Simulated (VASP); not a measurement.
Wanted: the native input for a VASP 6.6.1 run.

| Quantity | Value |
| --- | --- |
| Task | single point |
| Functional | LDA |
| Potentials or basis | VASP PAW LDA potentials, release 64 (Zr_sv) |
| Cutoff | 520 eV |
| k mesh | 12 × 12 × 12 |
| Occupations | fermi-dirac, width 0.08 eV |
| Spin | no spin polarisation |
| Dipole correction | no |
| Further INCAR settings | ALGO = Normal; EDIFF = 1e-06; NBANDS = 19 |

The structure of Zr lies in POSCAR:

```
Zr
1.0
    0.0000000000      2.2832830209      2.2832830209
    2.2832830209      0.0000000000      2.2832830209
    2.2832830209      2.2832830209      0.0000000000
Zr
2
Direct
   -0.1250000000     -0.1250000000     -0.1250000000
    0.1250000000      0.1250000000      0.1250000000
```

This cell differs from its parent crystal: volume scaled by 0.43.

The input as run:

INCAR

```
SYSTEM = Zr
ALGO = Normal
EDIFF = 1E-6
ENCUT = 520
GGA = CA
ISIF = 2
ISMEAR = -1
LASPH = .True.
LCHARG = .False.
LREAL = .False.
LWAVE = .False.
NBANDS = 19
NELM = 100
PREC = Accurate
SIGMA = 0.08
```

KPOINTS

```
k-points
0
Gamma
  12 12 12
  0 0 0
```

Potentials or basis: VASP PAW LDA potentials, release 64 (Zr_sv).

The run is started by

```bash
$ cat potpaw_LDA.64/Zr_sv/POTCAR > POTCAR
$ mpirun -np 1 vasp_std > vasp.out
```

It gave:

```yaml
Pressure: 295.3 GPa
Band_gap_on_the_k_mesh: zero (band 12 reaches 20.67 eV, above the bottom of band 13 at 16.36 eV)
```

Wall time 30 s on 1 thread of Intel Xeon 8259CL, with other jobs on the host, peak memory 0.14 GiB.
